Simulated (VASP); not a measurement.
# Al2O3 (P-3m1) in VASP: notebook

Al2O3 is run at these levels: PBEsol; tasks: single point.

Everything below comes from runs of VASP 6.6.1. Logs are shortened: lines on timing, memory, paths and dates and some standing lists are left out, and cuts for length are marked.

## Step 1: The cell of the first run

Symmetry: P-3m1, No. 164, trigonal system. The conventional cell has a = 3.138 Å, b = 3.138 Å, c = 7.575 Å, α = 90.00°, β = 90.00°, γ = 120.00°. Al (site symmetry 3m) has 4 O at 1.68 to 1.91 Å within 2.2 Å. Within 2.5 Å of O (site symmetry 3m) lie 3 Al at 1.91 Å. O (site symmetry -3m) has 2 Al at 1.68 Å within 2.2 Å.

## Step 2: Single point, PBEsol (strain +0.040 along x and y, +0.000 along z)

Input file INCAR:

```
  ALGO = Normal
  EDIFF = 1E-6
  ENCUT = 520
  GGA = PS
  ISIF = 2
  ISMEAR = 0
  LASPH = T
  LCHARG = T
  LELF = T
  LREAL = F
  LVHAR = T
  LWAVE = F
  NBANDS = 20
  NELM = 100
  PREC = Accurate
  SIGMA = 0.05
```

Input file KPOINTS:

```
k-points
0
Gamma
  12 12 4
```

Input file POSCAR:

```
Al2O3
1.0
    3.1381818458      0.0000000000      0.0000000000
   -1.5690909229      2.7177452001      0.0000000000
    0.0000000000      0.0000000000      7.5746360022
Al O
2 3
Direct
    0.0000000000      0.0000000000      0.2779510000
    0.0000000000      0.0000000000      0.7220490000
    0.3333333333      0.6666666667      0.1994540000
    0.6666666667      0.3333333333      0.8005460000
    0.0000000000      0.0000000000      0.5000000000
```

Potentials or basis: VASP PAW PBE potentials, release 64 (Al, O).

Command:

```console
cat potpaw_PBE.64/Al/POTCAR potpaw_PBE.64/O/POTCAR > POTCAR
mpirun -np 1 vasp_std > vasp.out
```

OUTCAR:

```text
EDIFF = 1E-6
   ENCUT = 520
   GGA = PS
   ISIF = 2
   ISMEAR = 0
   LASPH = T
   LREAL = F
   NELM = 100
   PREC = Accurate

 ion  position               nearest neighbor table
   1  0.000  0.000  0.278-   5 1.68   3 1.91   3 1.91   3 1.91   2 3.36
   2  0.000  0.000  0.722-   5 1.68   4 1.91   4 1.91   4 1.91   1 3.36
   3  0.333  0.667  0.199-   1 1.91   1 1.91   1 1.91
   4  0.667  0.333  0.801-   2 1.91   2 1.91   2 1.91
   5  0.000  0.000  0.500-   1 1.68   2 1.68

  LATTYP: Found a hexagonal cell.
 ALAT       =     3.1381818458
 C/A-ratio  =     2.4137020652

  Lattice vectors:

 A1 = (   3.1381818458,   0.0000000000,   0.0000000000)
 A2 = (  -1.5690909229,   2.7177452001,   0.0000000000)
 A3 = (   0.0000000000,   0.0000000000,   7.5746360022)

Analysis of symmetry for initial positions (statically):
=====================================================================
 Subroutine PRICEL returns:
 Original cell was already a primitive cell.

 Routine SETGRP: Setting up the symmetry group for a
 hexagonal supercell.

 Subroutine GETGRP returns: Found 12 space group operations
 (whereof 12 operations were pure point group operations)
 out of a pool of 24 trial point group operations.

The static configuration has the point symmetry D_3d.

Analysis of symmetry for dynamics (positions and initial velocities):
=====================================================================
 Subroutine PRICEL returns:
 Original cell was already a primitive cell.

 Routine SETGRP: Setting up the symmetry group for a
 hexagonal supercell.

 Subroutine GETGRP returns: Found 12 space group operations
 (whereof 12 operations were pure point group operations)
 out of a pool of 24 trial point group operations.

The dynamic configuration has the point symmetry D_3d.

 Subroutine INISYM returns: Found 12 space group operations
 (whereof 12 operations are pure point group operations),
 and found     1 'primitive' translations

----------------------------------------------------------------------------------------

                                     Primitive cell

  volume of cell :      64.6024

  direct lattice vectors                    reciprocal lattice vectors
     3.138181846  0.000000000  0.000000000     0.318655849  0.183976040  0.000000000
    -1.569090923  2.717745200  0.000000000     0.000000000  0.367952080  0.000000000
     0.000000000  0.000000000  7.574636002     0.000000000  0.000000000  0.132019545

  length of vectors
     3.138181846  3.138181846  7.574636002     0.367952080  0.367952080  0.132019545

  position of ions in fractional coordinates (direct lattice)
     0.000000000  0.000000000  0.277951000
     0.000000000  0.000000000  0.722049000
     0.333333333  0.666666667  0.199454000
     0.666666667  0.333333333  0.800546000
     0.000000000  0.000000000  0.500000000

  ion indices of the primitive-cell ions
   primitive index   ion index
                 1           1
                 2           2
                 3           3
                 4           4
                 5           5

----------------------------------------------------------------------------------------

 KPOINTS: k-points

Automatic generation of k-mesh.
 Grid dimensions read from file:
 generate k-points for:   12   12    4

 Generating k-lattice:

  Cartesian coordinates                     Fractional coordinates (reciprocal lattice)
     0.026554654  0.015331337  0.000000000     0.083333333 -0.000000000  0.000000000
     0.000000000  0.030662673  0.000000000     0.000000000  0.083333333  0.000000000
     0.000000000  0.000000000  0.033004886     0.000000000  0.000000000  0.250000000

  Length of vectors
     0.030662673  0.030662673  0.033004886

  Shift w.r.t. Gamma in fractional coordinates (k-lattice)
     0.000000000  0.000000000  0.000000000

 Subroutine IBZKPT returns following result:
 ===========================================

 Found     69 irreducible k-points:

 Following reciprocal coordinates:
            Coordinates               Weight
  0.000000  0.000000  0.000000      1.000000
  0.083333  0.000000  0.000000      6.000000
  0.166667  0.000000  0.000000      6.000000
  0.250000  0.000000  0.000000      6.000000
  0.333333  0.000000  0.000000      6.000000
  0.416667  0.000000  0.000000      6.000000
[... 16 lines left out ...]
  0.166667  0.000000  0.250000      6.000000
  0.000000  0.166667  0.250000      6.000000
 [... further k-points ...]
   k-points           NKPTS =     69   k-points in BZ     NKDIM =     69   number of bands    NBANDS=     20
   number of dos      NEDOS =    301   number of ions     NIONS =      5
   total plane-waves  NPLWV =  32256
   dimension x,y,z NGX =    24 NGY =   24 NGZ =   56
   dimension x,y,z NGXF=    48 NGYF=   48 NGZF=  112
   ions per type =               2   3
   NGX,Y,Z   is equivalent  to a cutoff of  12.71, 12.71, 12.29 a.u.
   NGXF,Y,Z  is equivalent  to a cutoff of  25.43, 25.43, 24.58 a.u.
 SYSTEM =  unknown system
   PREC   = accura    normal or accurate (medium, high low for compatibility)
   ISTART =      0    job   : 0-new  1-cont  2-samecut
   ICHARG =      2    charge: 1-file 2-atom 10-const
   ISPIN  =      1    spin polarized calculation?
   LNONCOLLINEAR =      F non collinear calculations
   LSORBIT =      F    spin-orbit coupling
   LASPH  =      T    aspherical Exc in radial PAW
   ENCUT  =  520.0 eV  38.22 Ry    6.18 a.u.   5.83  5.83 14.08*2*pi/ulx,y,z
   NELM   =    100;   NELMIN=  2; NELMDL= -5     # of ELM steps
   EDIFF  = 0.1E-05   stopping-criterion for ELM
   LREAL  =      F    real-space projection
   EDIFFG = 0.1E-04   stopping-criterion for IOM
   NSW    =      0    number of steps for IOM
   IBRION =     -1    ionic relax: 0-MD 1-quasi-New 2-CG
   NFREE  =      0    steps in history (QN), initial steepest desc. (CG)
   ISIF   =      2    stress and relaxation
   ISYM   =      2    0-nonsym 1-usesym 2-fastsym
   POTIM  = 0.5000    time-step for ionic-motion
   TEBEG  =    0.0;   TEEND  =   0.0 temperature during run
   PSTRESS=    0.0 pullay stress
   NELECT =      24.0000    total number of electrons
   NUPDOWN=      -1.0000    fix difference up-down
   EMIN   =  10.00;   EMAX   =-10.00  energy-range for DOS
   EFERMI =   0.00;   METHOD = LEGACY
   ISMEAR =     0;   SIGMA  =   0.05  broadening in eV -4-tet -1-fermi 0-gaus
   EFERMI_NEDOS =   21; number of points for ismear=-14 and -15
   IALGO  =     38    algorithm
   IMIX   =      4    mixing-type and parameters
     AMIX     =   0.40;   BMIX     =  1.00
     AMIX_MAG =   1.60;   BMIX_MAG =  1.00
  volume/ion in A,a.u.               =      12.92        87.19
  Fermi-wavevector in a.u.,A,eV,Ry     =   1.176871  2.223965 18.844430  1.385026
  Thomas-Fermi vector in A             =   2.313228
   LORBIT       =      0    0 simple, 1 ext, 2 COOP (PROOUT), +10 PAW based schemes
   GGA     = PS    functional components
   LHFCALC =     F    Hartree Fock is set to
   AEXX    =    0.0000 exact exchange contribution
   IVDW    =     0    specifies the selected vdW correction
   LEPSILON=     F    determine dielectric tensor
   LRPA    =     F    only Hartree local field effects (RPA)
 non-spin polarized calculation
 Gauss-broadening in eV      SIGMA  =   0.05
  energy-cutoff  :      520.00
  volume of cell :       64.60
 maximum number of plane-waves:      1754
   NGX = 11   NGY = 11   NGZ = 29

 number of electron      23.9999988 magnetization

 Free energy of the ion-electron system (eV)
  ---------------------------------------------------
  ext. energy  EPLUGINS =         0.00000000
  ---------------------------------------------------
  free energy    TOTEN  =       -37.39532680 eV

  energy without entropy =      -37.39532680  energy(sigma->0) =      -37.39532680

 E-fermi :   3.0048     XC(G=0):  -9.6104

 val. band max:        2.7287973930   @ k =   0.0000   0.0000   0.0000
 cond. band min:       4.7694749029   @ k =   0.0000   0.0000   0.0000
 fundamental gap:      2.0406775100
 Fermi energy:         3.0048173739

 k-point     1 :       0.0000    0.0000    0.0000
  band No.  band energies     occupation
      1     -15.8291      2.00000
      2     -15.6100      2.00000
      3     -13.6963      2.00000
      4      -2.5897      2.00000
      5      -0.9007      2.00000
      6      -0.3538      2.00000
[... 12 lines left out ...]
     19      14.1555      0.00000
     20      14.5766      0.00000

 k-point     2 :       0.0833    0.0000    0.0000
  band No.  band energies     occupation
      1     -15.7826      2.00000
      2     -15.5709      2.00000
      3     -13.6770      2.00000
      4      -2.5815      2.00000
      5      -0.8895      2.00000
      6      -0.6145      2.00000
[... 12 lines left out ...]
     19      14.3011      0.00000
     20      14.3444      0.00000

 k-point     3 :       0.1667    0.0000    0.0000
  band No.  band energies     occupation
      1     -15.6512      2.00000
      2     -15.4612      2.00000
      3     -13.6246      2.00000
      4      -2.6158      2.00000
      5      -1.3403      2.00000
      6      -0.9845      2.00000
[... 12 lines left out ...]
     19      14.4173      0.00000
     20      14.6692      0.00000

 k-point     4 :       0.2500    0.0000    0.0000
  band No.  band energies     occupation
      1     -15.4605      2.00000
      2     -15.3061      2.00000
      3     -13.5549      2.00000
      4      -2.8509      2.00000
      5      -2.1056      2.00000
      6      -1.2366      2.00000
[... 12 lines left out ...]
     19      14.5139      0.00000
     20      15.0613      0.00000

 k-point     5 :       0.3333    0.0000    0.0000
  band No.  band energies     occupation
      1     -15.2534      2.00000
      2     -15.1457      2.00000
      3     -13.4887      2.00000
      4      -3.2632      2.00000
      5      -2.7786      2.00000
      6      -1.2238      2.00000
[... 12 lines left out ...]
     19      14.3840      0.00000
     20      15.2765      0.00000

 k-point     6 :       0.4167    0.0000    0.0000
  band No.  band energies     occupation
      1     -15.0841      2.00000
      2     -15.0290      2.00000
      3     -13.4440      2.00000
      4      -3.6111      2.00000
      5      -3.2330      2.00000
      6      -1.1562      2.00000
[... 12 lines left out ...]
     19      13.9878      0.00000
     20      15.3231      0.00000

 k-point     7 :       0.5000    0.0000    0.0000
  band No.  band energies     occupation
      1     -15.0082      2.00000
      2     -14.9962      2.00000
      3     -13.4287      2.00000
      4      -3.7418      2.00000
      5      -3.3934      2.00000
      6      -1.1366      2.00000
[... 12 lines left out ...]
     19      13.8537      0.00000
     20      15.3210      0.00000
[... 277 lines left out ...]
 k-point    20 :       0.0000    0.0000    0.2500
  band No.  band energies     occupation
      1     -15.8015      2.00000
      2     -15.6430      2.00000
      3     -13.6901      2.00000
      4      -2.6721      2.00000
      5      -0.6173      2.00000
      6      -0.3600      2.00000
[... 12 lines left out ...]
     19      14.5626      0.00000
     20      14.6682      0.00000

 k-point    21 :       0.0833    0.0000    0.2500
  band No.  band energies     occupation
      1     -15.7557      2.00000
      2     -15.6024      2.00000
      3     -13.6712      2.00000
      4      -2.6464      2.00000
      5      -0.7429      2.00000
      6      -0.6421      2.00000
[... 12 lines left out ...]
     19      14.2318      0.00000
     20      14.8975      0.00000

 k-point    22 :       0.0000    0.0833    0.2500
  band No.  band energies     occupation
      1     -15.7556      2.00000
      2     -15.6026      2.00000
      3     -13.6711      2.00000
      4      -2.6477      2.00000
      5      -0.7778      2.00000
      6      -0.6206      2.00000
[... 12 lines left out ...]
     19      14.2609      0.00000
     20      14.8331      0.00000

 k-point    23 :       0.1667    0.0000    0.2500
  band No.  band energies     occupation
      1     -15.6272      2.00000
      2     -15.4888      2.00000
      3     -13.6201      2.00000
      4      -2.6283      2.00000
      5      -1.3391      2.00000
      6      -1.1309      2.00000
[... 12 lines left out ...]
     19      14.6146      0.00000
     20      15.1065      0.00000

 k-point    24 :       0.0000    0.1667    0.2500
  band No.  band energies     occupation
      1     -15.6257      2.00000
      2     -15.4904      2.00000
      3     -13.6197      2.00000
      4      -2.6410      2.00000
      5      -1.3204      2.00000
      6      -1.1766      2.00000
[... 12 lines left out ...]
     19      14.6646      0.00000
     20      15.2479      0.00000

 [... further k-points ...]
[... 5 lines left out ...]
  --------------------------------------------------------------------------------------
  -------------------------------------------------------------------------------------
  Total       -6.9500764     -6.9500764     -1.4581263     -0.0000000     -0.0000000      0.0000000
  in kB     -172.3659786   -172.3659786    -36.1623898     -0.0000000     -0.0000000      0.0000000
  external PRESSURE =    -126.9647823 kB  Pullay stress =       0.0000000 kB

 VOLUME and BASIS-vectors are now :
 -----------------------------------------------------------------------------
  energy-cutoff  :      520.00
  volume of cell :       64.60
      direct lattice vectors                 reciprocal lattice vectors
     3.138181846  0.000000000  0.000000000     0.318655849  0.183976040  0.000000000
    -1.569090923  2.717745200  0.000000000     0.000000000  0.367952080  0.000000000
     0.000000000  0.000000000  7.574636002     0.000000000  0.000000000  0.132019545

 POSITION                                       TOTAL-FORCE (eV/Angst)
 -----------------------------------------------------------------------------------
      0.00000      0.00000      2.10538         0.000000     -0.000000     -0.456687
      0.00000      0.00000      5.46926        -0.000000      0.000000      0.456687
     -0.00000      1.81183      1.51079        -0.000000      0.000000      0.683888
      1.56909      0.90592      6.06384         0.000000      0.000000     -0.683888
      0.00000      0.00000      3.78732         0.000000      0.000000     -0.000000
 -----------------------------------------------------------------------------------
    total drift:                                0.000000      0.000000     -0.000000

  FREE ENERGIE OF THE ION-ELECTRON SYSTEM (eV)
  ---------------------------------------------------
  free  energy   TOTEN  =       -37.3953268014 eV

  energy  without entropy=      -37.3953268014  energy(sigma->0) =      -37.39532680
```

Run time: 27 s. Hardware: 1 thread of Intel Xeon 6975P-C (Granite Rapids), shared host; peak memory 0.21 GiB.

Results:

* Free energy: -37.3953 eV
* Pressure: -12.7 GPa
* Largest force: 0.684 eV/Å
* Band gap on the k mesh: 2.04 eV, direct

Forces in eV/Å, atoms in the order of the input:
```
Al   0.000  0.000 -0.457
Al   0.000  0.000  0.457
O    0.000  0.000  0.684
O    0.000  0.000 -0.684
O    0.000  0.000  0.000
```

Stress tensor (GPa, compression positive):
```
-17.24   0.00   0.00
  0.00 -17.24   0.00
  0.00   0.00  -3.62
```

Levels at points of the mesh, in eV from the valence-band top:
| k point | band 9 | band 10 | band 11 | band 12 | band 13 | band 14 | band 15 | band 16 |
| --- | --- | --- | --- | --- | --- | --- | --- | --- |
| (0.00, 0.00, 0.00) | -3.07 | -1.73 | 0.00 | 0.00 | 2.04 | 3.95 | 7.23 | 10.46 |
| (0.50, 0.00, 0.00) | -3.12 | -2.36 | -1.23 | -0.38 | 4.71 | 6.15 | 7.74 | 8.75 |
| (0.00, 0.00, 0.50) | -2.83 | -2.56 | 0.00 | 0.00 | 2.95 | 3.07 | 7.89 | 8.75 |
| (0.50, 0.00, 0.50) | -2.97 | -2.58 | -1.15 | -0.38 | 5.15 | 5.55 | 7.78 | 8.34 |

Caveat: the cell differs from its parent crystal (strain +0.040 along x and y, +0.000 along z); the PAW data sets were made with another functional, which shifts forces and pressure a little.

(Continued in part 2 of 2.)
